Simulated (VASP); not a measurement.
A run of VASP 6.6.1 is set up as follows.

Contents of INCAR:

```
PREC     = Accurate       # precision mode
ENCUT    = 520            # plane-wave cutoff, eV
EDIFF    = 1E-7           # SCF threshold, eV
ISMEAR   = -1             # smearing method
SIGMA    = 0.05           # smearing width, eV
LREAL    = False          # projectors in reciprocal space
LASPH    = True           # aspherical terms in the spheres
NELM     = 80             # most SCF steps
ALGO     = Normal         # electronic algorithm
ISIF     = 2              # what is computed and relaxed
LWAVE    = False          # write WAVECAR
LCHARG   = True           # write CHGCAR
GGA      = RP             # functional
LELF     = True           # ELF
LVHAR    = True         
NBANDS   = 17             # bands
```

The input KPOINTS:

```
regular mesh
0
Gamma
  5 5 5
```

File POSCAR:

```
PbS
1.0
    0.0000000000      2.9657500000      2.9657500000
    2.9657500000      0.0000000000      2.9657500000
    2.9657500000      2.9657500000      0.0000000000
Pb S
1 1
Direct
    0.0000000000      0.0000000000      0.0000000000
    0.5000000000      0.5000000000      0.5000000000
```

Potentials or basis: VASP PAW PBE potentials, release 64 (Pb_d, S).

The run is started by

```console
$ cat potpaw_PBE.64/Pb_d/POTCAR potpaw_PBE.64/S/POTCAR > POTCAR
$ mpirun -np 1 vasp_std > vasp.out
```

(1) What does it give for the pressure?

Answers

(1) 3.9 GPa.

Caveat: the PAW data sets were made with another functional, which shifts forces and pressure a little.
